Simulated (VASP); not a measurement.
Input of a VASP 6.6.1 run:

Contents of INCAR:

```
SYSTEM = Be3Se2O
PREC = Accurate
ENCUT = 600
EDIFF = 1E-6
ISMEAR = 0
SIGMA = 0.15
LREAL = .False.
LASPH = .True.
NELM = 120
ALGO = Normal
ISIF = 2
LWAVE = .False.
LCHARG = .True.
GGA = PE
LELF = .True.
LVHAR = .True.
NBANDS = 21
GGA_COMPAT = .False.
```

Contents of KPOINTS:

```
Automatic mesh
0
Gamma
  3 3 3
  0 0 0
```

The input POSCAR:

```
Be3Se2O
1.0
    3.9873768590     -3.2192222193      0.0000000000
    3.9873768590      3.2192222193      0.0000000000
    0.0000000000      0.0000000000      3.6263649386
Be Se O
3 2 1
Direct
    0.8012713619      0.8012713619      0.0000000000
    0.1987286381      0.1987286381      0.0000000000
    0.0000000000      0.0000000000      0.5000000000
    0.0000000000      0.5000000000      0.3981168726
    0.5000000000      0.0000000000      0.6018831274
    0.0000000000      0.0000000000      0.0000000000
```

Potentials or basis: VASP PAW PBE potentials, release 64 (Be, Se, O).

Launch:

```console
$ cat potpaw_PBE.64/Be/POTCAR potpaw_PBE.64/Se/POTCAR potpaw_PBE.64/O/POTCAR > POTCAR
$ mpirun -np 1 vasp_std > vasp.out
```

Task: Predict the largest force.

Result: 0.041 eV/Å.

Task: What does it give for the pressure?

Result: 0.3 GPa.

Task: What does it give for the band gap on the k mesh?

Result: 2.11 eV, indirect (least direct gap 2.70 eV).

Forces in eV/Å, atoms in the order of the input:
```
Be  -0.040  0.000  0.000
Be   0.040  0.000  0.000
Be   0.000  0.000  0.000
Se   0.000  0.000  0.041
Se   0.000  0.000 -0.041
O    0.000  0.000  0.000
```

Caveat: the k points lie up to 0.58 Å⁻¹ apart. A k mesh can miss the band edges.
